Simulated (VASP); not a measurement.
Write the native input for VASP 6.6.1 that does the following.

```
Task                   : single point
Functional             : PBE
Potentials or basis    : VASP PAW PBE potentials, release 64 (Cu)
Cutoff                 : 520 eV
k mesh                 : 19 × 19 × 19
Occupations            : fermi-dirac, width 0.08 eV
Spin                   : no spin polarisation
Dipole correction      : no
Further INCAR settings : ALGO = Normal; EDIFF = 1e-06; NBANDS = 12
```

The structure of Cu lies in POSCAR:

```
Cu
1.0
    0.0000000000      1.8312856224      1.8312856224
    1.8312856224      0.0000000000      1.8312856224
    1.8312856224      1.8312856224      0.0000000000
Cu
1
Direct
    0.0000000000      0.0000000000      0.0000000000
```

This cell differs from its parent crystal: volume scaled by 1.04.

The input as run:

INCAR

```
PREC = Accurate
ENCUT = 520
EDIFF = 1E-6
ISMEAR = -1
SIGMA = 0.08
LREAL = F
LASPH = T
NELM = 80
ALGO = Normal
ISIF = 2
LWAVE = F
LCHARG = F
GGA = PE
NBANDS = 12
```

KPOINTS

```
Automatic mesh
0
Gamma
  19 19 19
```

Potentials or basis: VASP PAW PBE potentials, release 64 (Cu).

Launch:

```bash
$ cat potpaw_PBE.64/Cu/POTCAR > POTCAR
$ mpirun -np 1 vasp_std > vasp.out
```

It gave:

- Pressure: -3.0 GPa

Run time: 18 s on 1 thread of Intel(R) Xeon(R) Platinum 8375C CPU @ 2.90GHz (Ice Lake) (shared host), peak memory 0.15 GiB.
